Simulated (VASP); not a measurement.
CdF2:

```
CELL_PARAMETERS angstrom
0.00000 2.65759 2.65759
2.65759 0.00000 2.65759
2.65759 2.65759 0.00000
ATOMIC_POSITIONS crystal
Cd 0.00000 0.00000 0.00000
F 0.75000 0.75000 0.75000
F 0.25000 0.25000 0.25000
```

This cell differs from its parent crystal: volume scaled by 0.96.

Base run:

| Property | Result |
| --- | --- |
| Program | VASP 6.6.1 |
| Functional | PBEsol |
| Potentials or basis | VASP PAW PBE potentials, release 64 (Cd, F) |
| Cutoff | 520 eV |
| k mesh | 9 × 9 × 9 |
| Occupations | fermi-dirac, width 0.05 eV |
| Spin | no spin polarisation |

Its results: band gap on the k mesh 3.07 eV, indirect (least direct gap 3.48 eV); pressure 5.6 GPa.

Problem. After a change of settings the same cell gave: band gap on the k mesh 3.24 eV, indirect (least direct gap 3.66 eV); pressure 11.7 GPa. Which change was it?
A. functional from PBEsol to PBE
B. functional from PBEsol to r2SCAN
C. functional from PBEsol to LDA; potentials or basis from VASP PAW PBE potentials, release 64 (Cd, F) to VASP PAW LDA potentials, release 64 (Cd, F)

Solution. A.

PBE binds less tightly than PBEsol, so the same cell stands under more pressure.

Caveats: the PAW data sets were made with another functional, which shifts forces and pressure a little (some runs).
